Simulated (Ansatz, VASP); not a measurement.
# Ga: VASP beside Ansatz

```
Ga
1.0
     1.37138   -3.99266    0.00000
     1.37138    3.99266    0.00000
    -0.11646    0.00000    3.30195
Ga
2
Direct
  0.86900 0.13100 0.25000
  0.13100 0.86900 0.75000
```

Change from the starting cell: volume scaled by 0.975.

Alike in both runs: task single point; functional PBEsol; k mesh 14 × 14 × 11; occupations fermi-dirac, width 0.03 eV; no spin polarisation.

|  | VASP | Ansatz |
| --- | --- | --- |
| version | VASP 6.6.1 | Ansatz 0.2.0 |
| potentials or method | VASP PAW PBE potentials, release 64 (Ga_d), cutoff 520 eV | all-electron LAPW, scalar-relativistic |

```tsv
	VASP	Ansatz	Ansatz less VASP
pressure (GPa)	-0.5	-0.4	+0.05
traceless stress, the component that is largest in VASP (GPa)	0.13	0.12	-0.008
rms of the force components (eV/Å)	0.112	0.112	+0.0003
```

VASP's potentials were made for PBE, not for PBEsol. Atom by atom the forces differ by 0.000 eV/Å (rms over components). Ansatz ran all-electron here, and VASP with PAW potentials.
